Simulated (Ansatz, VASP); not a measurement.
ZrO2: VASP beside Ansatz

File INCAR:

```
SYSTEM = ZrO2
PREC     = Accurate       ! precision mode
ENCUT    = 600            ! plane-wave cutoff, eV
EDIFF    = 1E-6           ! SCF threshold, eV
ISMEAR   = -1             ! smearing method
SIGMA    = 0.02           ! smearing width, eV
LREAL    = .FALSE.        ! projectors in reciprocal space
LASPH    = .TRUE.         ! aspherical terms in the spheres
NELM     = 120            ! most SCF steps
ALGO     = Normal         ! electronic algorithm
ISIF     = 2              ! what is computed and relaxed
LWAVE    = .FALSE.        ! write WAVECAR
LCHARG   = .TRUE.         ! write CHGCAR
GGA      = PE             ! functional
LELF     = .TRUE.         ! ELF
LVHAR    = .TRUE.       
NBANDS   = 19             ! bands
GGA_COMPAT= .FALSE.
```

The input KPOINTS:

```
Automatic mesh
0
G
  8 8 8
  0 0 0
```

File POSCAR:

```
ZrO2
1.0
    0.0000000000      2.4938193140      2.4938193140
    2.4938193140      0.0000000000      2.4938193140
    2.4938193140      2.4938193140      0.0000000000
Zr O
1 2
Direct
    0.0000000000      0.0000000000      0.0000000000
    0.2500000000      0.2500000000      0.2500000000
    0.7500000000      0.7500000000      0.7500000000
```

Input for Ansatz:

```yaml
crystal:
  lattice:
    - [0.0, 2.493819314, 2.493819314]
    - [2.493819314, 0.0, 2.493819314]
    - [2.493819314, 2.493819314, 0.0]
  atoms:
    - { symbol: Zr, position: [0.0, 0.0, 0.0] }
    - { symbol: O, position: [0.25, 0.25, 0.25] }
    - { symbol: O, position: [0.75, 0.75, 0.75] }
kpoints:
  mp_grid: { grid: [8, 8, 8] }
  band_path:
    path:
      - [0.0, 0.0, 0.0]
      - [0.5, 0.0, 0.5]
      - [0.625, 0.25, 0.625]
      - [0.375, 0.375, 0.75]
      - [0.5, 0.5, 0.5]
      - [0.5, 0.25, 0.75]
      - [0.0, 0.5, 0.5]
    npoints: 1
hamiltonian:
  xc: pbe
scf:
  occupations: { method: fermi_dirac, width: 0.02 }
  n_extra_bands: 4
output:
  forces: true
  stress: true
  eigenvalues: true
```

Change from the starting cell: hydrostatic strain -2.0%.

Alike in both runs: task single point; functional PBE; k mesh 8 × 8 × 8; occupations fermi-dirac, width 0.02 eV; no spin polarisation.

|  | VASP | Ansatz |
| --- | --- | --- |
| version | VASP 6.6.1 | Ansatz 0.2.0 |
| potentials or method | VASP PAW PBE potentials, release 64 (Zr_sv, O) | plane waves, PAW |
| plane-wave cutoff (eV) | 600 | 420 |
| valence electrons in the cell | 24 | 24 |

Ansatz gave:

| Property | Result |
| --- | --- |
| gap on the k mesh at the Fermi level (eV) | 3.53 |
| pressure (GPa) | 21.1 |

Question: What did VASP give for the same quantities?

Answer: gap on the k mesh at the Fermi level (eV): 3.52; pressure (GPa): 21.3.

The functional is the same, so the differences come from potentials, cutoffs and numerics.
